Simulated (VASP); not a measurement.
# O (P6_3/mmc) in VASP: single point with PBE

Aim: the single point of O with PBE.

Everything below comes from runs of VASP 6.6.1. Logs are shortened: lines on timing, memory, paths and dates and some standing lists are left out, and cuts for length are marked.

**1. The cell of the first run**

It takes space group P6_3/mmc (No. 194, hexagonal). Conventional cell: a = 2.684 Å, b = 2.684 Å, c = 2.638 Å, α = 90.00°, β = 90.00°, γ = 120.00°. O (site symmetry -6m2) has 14 O at 2.03 to 2.68 Å within 2.7 Å.

**2. Single point, PBE**

INCAR reads:

```
SYSTEM = O
ALGO = Normal
EDIFF = 1E-7
ENCUT = 520
GGA = PE
ISIF = 2
ISMEAR = -1
LASPH = .TRUE.
LCHARG = .FALSE.
LREAL = .FALSE.
LWAVE = .FALSE.
NBANDS = 13
NELM = 60
PREC = Accurate
SIGMA = 0.08
```

KPOINTS reads:

```
k-points
0
G
  17 17 10
  0 0 0
```

POSCAR reads:

```
O
1.0
    2.6837959044      0.0000000000      0.0000000000
   -1.3418979522      2.3242354318      0.0000000000
    0.0000000000      0.0000000000      2.6381799508
O
2
Direct
    0.3333333333      0.6666666667      0.2500000000
    0.6666666667      0.3333333333      0.7500000000
```

Potentials or basis: VASP PAW PBE potentials, release 64 (O).

Command:

```bash
> cat potpaw_PBE.64/O/POTCAR > POTCAR
> mpirun -np 1 vasp_std > vasp.out
```

OUTCAR:

```text
SYSTEM = O
   EDIFF = 1E-7
   ENCUT = 520
   GGA = PE
   ISIF = 2
   ISMEAR = -1
   LASPH = .TRUE.
   LREAL = .FALSE.
   NELM = 60
   PREC = Accurate

 ion  position               nearest neighbor table
   1  0.333  0.667  0.250-
   2  0.667  0.333  0.750-

  LATTYP: Found a hexagonal cell.
 ALAT       =     2.6837959044
 C/A-ratio  =     0.9830031958

  Lattice vectors:

 A1 = (   2.6837959044,   0.0000000000,   0.0000000000)
 A2 = (  -1.3418979522,   2.3242354318,   0.0000000000)
 A3 = (   0.0000000000,   0.0000000000,   2.6381799508)

Analysis of symmetry for initial positions (statically):
=====================================================================
 Subroutine PRICEL returns:
 Original cell was already a primitive cell.

 Routine SETGRP: Setting up the symmetry group for a
 hexagonal supercell.

 Subroutine GETGRP returns: Found 24 space group operations
 (whereof 12 operations were pure point group operations)
 out of a pool of 24 trial point group operations.

The static configuration has the point symmetry D_3d.
 The point group associated with its full space group is D_6h.

Analysis of symmetry for dynamics (positions and initial velocities):
=====================================================================
 Subroutine PRICEL returns:
 Original cell was already a primitive cell.

 Routine SETGRP: Setting up the symmetry group for a
 hexagonal supercell.

 Subroutine GETGRP returns: Found 24 space group operations
 (whereof 12 operations were pure point group operations)
 out of a pool of 24 trial point group operations.

The dynamic configuration has the point symmetry D_3d.
 The point group associated with its full space group is D_6h.

 Subroutine INISYM returns: Found 24 space group operations
 (whereof 12 operations are pure point group operations),
 and found     1 'primitive' translations

----------------------------------------------------------------------------------------

                                     Primitive cell

  volume of cell :      16.4564

  direct lattice vectors                    reciprocal lattice vectors
     2.683795904  0.000000000  0.000000000     0.372606575  0.215124506  0.000000000
    -1.341897952  2.324235432  0.000000000     0.000000000  0.430249013  0.000000000
     0.000000000  0.000000000  2.638179951     0.000000000  0.000000000  0.379049200

  length of vectors
     2.683795904  2.683795904  2.638179951     0.430249013  0.430249013  0.379049200
[... 84 lines left out ...]
   NSW    =      0    number of steps for IOM
   IBRION =     -1    ionic relax: 0-MD 1-quasi-New 2-CG
   NFREE  =      0    steps in history (QN), initial steepest desc. (CG)
   ISIF   =      2    stress and relaxation
   ISYM   =      2    0-nonsym 1-usesym 2-fastsym
   POTIM  = 0.5000    time-step for ionic-motion
   TEBEG  =    0.0;   TEEND  =   0.0 temperature during run
   PSTRESS=    0.0 pullay stress
   NELECT =      12.0000    total number of electrons
   NUPDOWN=      -1.0000    fix difference up-down
   EMIN   =  10.00;   EMAX   =-10.00  energy-range for DOS
   EFERMI =   0.00;   METHOD = LEGACY
   ISMEAR =    -1;   SIGMA  =   0.08  broadening in eV -4-tet -1-fermi 0-gaus
   EFERMI_NEDOS =   21; number of points for ismear=-14 and -15
   IALGO  =     38    algorithm
   IMIX   =      4    mixing-type and parameters
     AMIX     =   0.40;   BMIX     =  1.00
     AMIX_MAG =   1.60;   BMIX_MAG =  1.00
  volume/ion in A,a.u.               =       8.23        55.53
  Fermi-wavevector in a.u.,A,eV,Ry     =   1.473524  2.784557 29.541966  2.171273
  Thomas-Fermi vector in A             =   2.588407
   LORBIT       =      0    0 simple, 1 ext, 2 COOP (PROOUT), +10 PAW based schemes
   GGA     = PE    functional components
[... 5 lines left out ...]
 non-spin polarized calculation
  energy-cutoff  :      520.00
  volume of cell :       16.46
 maximum number of plane-waves:       454
 NGX is ok and might be reduce to    20
   NGX =  9   NGY =  9   NGZ =  9

 number of electron      11.9999997 magnetization

 Free energy of the ion-electron system (eV)
  ---------------------------------------------------
  ext. energy  EPLUGINS =         0.00000000
  ---------------------------------------------------
  free energy    TOTEN  =        -5.80689573 eV

  energy without entropy =       -5.77852767  energy(sigma->0) =       -5.79271170

 E-fermi :   2.0577     XC(G=0): -11.7138

 val. band max:        2.0348783420   @ k =   0.4706   0.0588   0.3000
 cond. band min:       2.0653130837   @ k =   0.2941   0.1765   0.0000
 fundamental gap:      0.0304347418
 Fermi energy:         2.0576657438

 k-point     1 :       0.0000    0.0000    0.0000
  band No.  band energies     occupation
      1     -19.6337      2.00000
      2     -11.5814      2.00000
      3      -2.3861      2.00000
      4      -0.6274      2.00000
      5      -0.6274      2.00000
      6       2.6651      0.00101
      7       2.6651      0.00101
      8       4.2475      0.00000
      9      16.9836      0.00000
     10      19.2097      0.00000
     11      27.5648      0.00000
     12      27.5648      0.00000
     13      33.0619      0.00000
[... 354 lines left out ...]
  band No.  band energies     occupation
      1     -18.1991      2.00000
      2     -13.0968      2.00000
      3      -2.6032      2.00000
      4      -1.2345      2.00000
      5      -0.9860      2.00000
      6       1.8544      1.85392
      7       2.9011      0.00005
      8       3.3597      0.00000
      9      18.1704      0.00000
     10      21.7457      0.00000
     11      24.6832      0.00000
     12      29.2815      0.00000
     13      31.0577      0.00000

 [... further k-points ...]

------------------------ aborting loop because EDIFF is reached ----------------------------------------

  FORCE on cell =-STRESS in cart. coord.  units (eV):
  Direction    XX          YY          ZZ          XY          YZ          ZX
  --------------------------------------------------------------------------------------
  -------------------------------------------------------------------------------------
  Total       -0.1962547     -0.1962547     -0.1928120      0.0000000      0.0000000      0.0000000
  in kB      -19.1071818    -19.1071818    -18.7720079      0.0000000      0.0000000      0.0000000
  external PRESSURE =     -18.9954571 kB  Pullay stress =       0.0000000 kB

 VOLUME and BASIS-vectors are now :
 -----------------------------------------------------------------------------
  energy-cutoff  :      520.00
  volume of cell :       16.46
      direct lattice vectors                 reciprocal lattice vectors
     2.683795904  0.000000000  0.000000000     0.372606575  0.215124506  0.000000000
    -1.341897952  2.324235432  0.000000000     0.000000000  0.430249013  0.000000000
     0.000000000  0.000000000  2.638179951     0.000000000  0.000000000  0.379049200

 POSITION                                       TOTAL-FORCE (eV/Angst)
 -----------------------------------------------------------------------------------
     -0.00000      1.54949      0.65954        -0.000000      0.000000      0.000000
      1.34190      0.77475      1.97863         0.000000      0.000000      0.000000
 -----------------------------------------------------------------------------------
    total drift:                               -0.000000      0.000000      0.000000

  FREE ENERGIE OF THE ION-ELECTRON SYSTEM (eV)
  ---------------------------------------------------
  free  energy   TOTEN  =        -5.8068957340 eV

  energy  without entropy=       -5.7785276707  energy(sigma->0) =       -5.79271170
```

Run time: 27 s. Hardware: 1 thread of Intel Xeon Platinum 8259CL at 2.50GHz (Skylake/Cascade Lake), shared host; peak memory 0.14 GiB.

Results:

```yaml
Free_energy: -5.8069 eV
Pressure: -1.9 GPa
Band_gap_on_the_k_mesh: zero (bands 6 and 7 overlap by 1.66 eV)
```

The gap in the log of VASP goes by the Fermi energy; the results here count the filled bands.